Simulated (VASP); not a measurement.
Crystal: Se.

```xyz
1
Lattice="2.8106 0.0000 0.0000 0.0000 2.8106 0.0000 0.0000 0.0000 2.8106" Properties=species:S:1:pos:R:3 pbc="T T T"
Se    0.0000    0.0000    0.0000
```

```yaml
Program: VASP 6.6.1
Task: relaxation of cell and atoms
Functional: PBEsol
Dispersion: D4
Potentials_or_basis: VASP PAW PBE potentials, release 64 (Se)
Cutoff: 600 eV
k_mesh: 9 × 9 × 9
Occupations: fermi-dirac, width 0.05 eV
Spin: no spin polarisation
```

At the start: pressure -3.2 GPa; volume 22.20 Å³/atom.

Problem. Where does the relaxation end?

Solution. Over 3 steps the energy falls by 9.4 meV/atom and the volume is 21.29 Å³/atom (-4.1 %); space group Pm-3m (No. 221, to 0.05 Å).

Step by step:
| step | energy change (eV) | largest force (eV/Å) | pressure (GPa) | volume (Å³) |
| --- | --- | --- | --- | --- |
| 1 | 0.0000 | 0.0000 | -3.19 | 22.20 |
| 2 | -0.0065 | 0.0000 | 2.00 | 20.81 |
| 3 | -0.0094 | 0.0000 | 0.00 | 21.29 |

Final structure:
```xyz
1
Lattice="2.7715 0.0000 0.0000 0.0000 2.7715 0.0000 0.0000 0.0000 2.7715" Properties=species:S:1:pos:R:3 pbc="T T T"
Se    0.0000    0.0000    0.0000
```

Caveat: the PAW data sets were made with another functional, which shifts forces and pressure a little; pairwise dispersion overbinds metals, which lowers pressure and volume.
